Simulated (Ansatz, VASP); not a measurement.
# Two plane-wave programs on MnS

```
Mn S
1.0
     3.56871    0.00000    0.00000
    -1.78435    3.09059    3.48288
     0.00000    0.00000    6.96577
Mn S
2 2
Direct
  0.00000 0.00000 0.00000
  0.00000 0.00000 0.50000
  0.66667 0.33333 0.08333
  0.66667 0.33333 0.58333
```

Alike in both runs: task single point; functional LDA; k mesh 6 × 6 × 6; occupations gaussian, width 0.05 eV; collinear spin; Hubbard terms Mn d U = 6.0 eV, J = 0.9 eV.

|  | VASP | Ansatz |
| --- | --- | --- |
| version | VASP 6.6.1 | Ansatz 0.2.0 |
| potentials or method | VASP PAW LDA potentials, release 64 (Mn_pv, S), cutoff 520 eV | scalar-relativistic, plane waves, PAW |
| valence electrons in the cell | 38 | 42 |

|  | VASP | Ansatz | Ansatz less VASP |
| --- | --- | --- | --- |
| gap on the k mesh at the Fermi level (eV) | 0.36 | 0.23 | -0.125 |
| least direct gap on the mesh (eV) | 0.55 | 0.41 | -0.145 |
| pressure (GPa) | -6.6 | -5.7 | +0.82 |
| net moment per atom (μB) | 2.50 | 2.50 | 0.000 |
| size of the moment on the site where the two differ most (μB) | 4.59 | 4.55 | -0.040 |

LDA's correlation is that of Perdew and Zunger in VASP and of Perdew and Wang (1992) in Ansatz. Site moments also hang on the region over which each program counts them. The programs project onto different local orbitals, so the same U acts differently, and such runs can settle in different states. VASP's potentials hold 38 valence electrons a cell and Ansatz's 42, so a difference there can come from the potentials and not from the codes.
